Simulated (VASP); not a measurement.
Set up this calculation in VASP 6.6.1, as the native input.

```yaml
Task: single point
Functional: LDA
Potentials_or_basis: VASP PAW LDA potentials, release 64 (Sn_d, O)
Cutoff: 520 eV
k_mesh: 8 × 8 × 8
Occupations: fermi-dirac, width 0.05 eV
Spin: no spin polarisation
Dipole_correction: no
Further_INCAR_settings: ALGO = Normal; EDIFF = 1e-07; NBANDS = 20
```

The structure of SnO2 lies in POSCAR:

```
SnO2
1.0
    1.5840819130      0.9145701189      4.7025938089
   -1.5840819130      0.9145701189      4.7025938089
    0.0000000000     -1.8291402378      4.7025938089
Sn O
1 2
Direct
    0.5000000000      0.5000000000      0.5000000000
    0.7628300000      0.7628300000      0.7628300000
    0.2371700000      0.2371700000      0.2371700000
```

The input as run:

INCAR

```
PREC = Accurate
ENCUT = 520
EDIFF = 1E-7
ISMEAR = -1
SIGMA = 0.05
LREAL = F
LASPH = T
NELM = 60
ALGO = Normal
ISIF = 2
LWAVE = F
LCHARG = T
GGA = CA
LELF = T
LVHAR = T
NBANDS = 20
```

KPOINTS

```
Automatic mesh
0
Gamma
  8 8 8
```

Potentials or basis: VASP PAW LDA potentials, release 64 (Sn_d, O).

The run is started by

```bash
$ cat potpaw_LDA.64/Sn_d/POTCAR potpaw_LDA.64/O/POTCAR > POTCAR
$ mpirun -np 1 vasp_std > vasp.out
```

Results of the run:

```yaml
Pressure: 0.7 GPa
Largest_force: 0.064 eV/Å
Band_gap_on_the_k_mesh: 2.19 eV (least direct gap 2.37 eV)
```

Caveat: spin-orbit coupling is left out, which moves the levels of the heavy elements.

It took 120 s on 1 thread of Intel(R) Xeon(R) Platinum 8488C (Sapphire Rapids) (shared host), peak memory 0.22 GiB.
